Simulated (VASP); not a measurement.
Write the native input for VASP 6.6.1 that does the following.

```
Task                   : single point
Functional             : PBE
Potentials or basis    : VASP PAW PBE potentials, release 64 (Ta_pv, N)
Cutoff                 : 520 eV
k mesh                 : 18 × 18 × 18
Occupations            : gaussian, width 0.15 eV
Spin                   : no spin polarisation
Dipole correction      : no
Further INCAR settings : ALGO = Normal; EDIFF = 1e-06; NBANDS = 15
```

The structure of TaN lies in POSCAR:

```
TaN
1.0
    0.0000000000      2.1790000000      2.1790000000
    2.1790000000      0.0000000000      2.1790000000
    2.1790000000      2.1790000000      0.0000000000
Ta N
1 1
Direct
    0.5000000000      0.5000000000      0.5000000000
    0.0229463056      0.0229463056     -0.0229463056
```

This cell differs from its parent crystal: all N atoms moved -0.100 Å, as atom 2 towards its neighbour atom 1 (Ta) at 2.179 Å.

One way to write it, as run:

INCAR

```
SYSTEM = TaN
PREC = Accurate
ENCUT = 520
EDIFF = 1E-6
ISMEAR = 0
SIGMA = 0.15
LREAL = .FALSE.
LASPH = .TRUE.
NELM = 60
ALGO = Normal
ISIF = 2
LWAVE = .FALSE.
LCHARG = .FALSE.
GGA = PE
NBANDS = 15
```

KPOINTS

```
Automatic mesh
0
G
  18 18 18
  0 0 0
```

Potentials or basis: VASP PAW PBE potentials, release 64 (Ta_pv, N).

Command:

```bash
$ cat potpaw_PBE.64/Ta_pv/POTCAR potpaw_PBE.64/N/POTCAR > POTCAR
$ mpirun -np 1 vasp_std > vasp.out
```

Results of the run:

The pressure is 17.4 GPa. The largest force is 0.983 eV/Å and the band gap on the k mesh is zero (band 8 reaches 11.79 eV, above the bottom of band 9 at 7.95 eV).

Caveat: the cell differs from its parent crystal (all N atoms moved -0.100 Å, as atom 2 towards its neighbour atom 1 (Ta) at 2.179 Å); spin-orbit coupling is left out, which moves the levels of the heavy elements.

Wall time 51 s on 1 thread of Intel(R) Xeon(R) Platinum 8488C (Sapphire Rapids), on a shared host, peak memory 0.26 GiB.
